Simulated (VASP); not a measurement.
A run of VASP 6.6.1 is set up as follows.

Contents of INCAR:

```
ALGO = Normal ; EDIFF = 1E-6
ENCUT = 520 ; GGA = PS
ISIF = 2 ; ISMEAR = 0
LASPH = T ; LCHARG = F
LREAL = F ; LWAVE = F
NBANDS = 17 ; NELM = 60
PREC = Accurate ; SIGMA = 0.1
```

The input KPOINTS:

```
k-points
0
Gamma
  12 12 8
```

POSCAR

```
Ca
1.0
    3.8470254502      0.0000000000      0.0000000000
   -1.9235127251      3.3316217689      0.0000000000
    0.0000000000      0.0000000000      6.3438924666
Ca
2
Direct
    0.3333333333      0.6666666667      0.2500000000
    0.6666666667      0.3333333333      0.7500000000
```

Potentials or basis: VASP PAW PBE potentials, release 64 (Ca_sv).

The run is started by

```console
$ cat potpaw_PBE.64/Ca_sv/POTCAR > POTCAR
$ mpirun -np 1 vasp_std > vasp.out
```

(1) Predict the pressure.

(2) Estimate the band gap on the k mesh.

Results:

(1) 0.0 GPa.

(2) zero (band 10 reaches 2.33 eV, above the bottom of band 11 at 1.87 eV).

Caveat: the PAW data sets were made with another functional, which shifts forces and pressure a little.
